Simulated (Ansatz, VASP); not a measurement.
# RbBr in VASP and in Ansatz

```xyz
2
Lattice="8.3219 0.0000 0.0000 0.0000 6.3529 0.0000 0.0000 0.0000 23.8000" Properties=species:S:1:pos:R:3 pbc="T T T"
Rb    0.0000    0.0000    7.0000
Br    0.0000    3.1764    7.0000
```

Alike in both runs: functional PBE; k mesh 4 × 4 × 1; occupations gaussian, width 0.02 eV; no spin polarisation.

Ansatz relaxed the structure, and its values are those at the end. VASP's run is a single point on that final structure, the one shown.

|  | VASP | Ansatz |
| --- | --- | --- |
| version | VASP 6.6.1 | Ansatz 0.2.0 |
| potentials or method | VASP PAW PBE potentials, release 64 (Rb_sv, Br), cutoff 520 eV | scalar-relativistic, plane waves, PAW |
| valence electrons in the cell | 16 | 16 |

```tsv
	VASP	Ansatz	Ansatz less VASP
gap on the k mesh at the Fermi level (eV)	3.95	3.95	0.000
least direct gap on the mesh (eV)	3.95	3.95	0.000
```

With one functional, cell and mesh, what is left measures potentials, basis and numerics. Ansatz's warnings: xc potential rough in thin density.
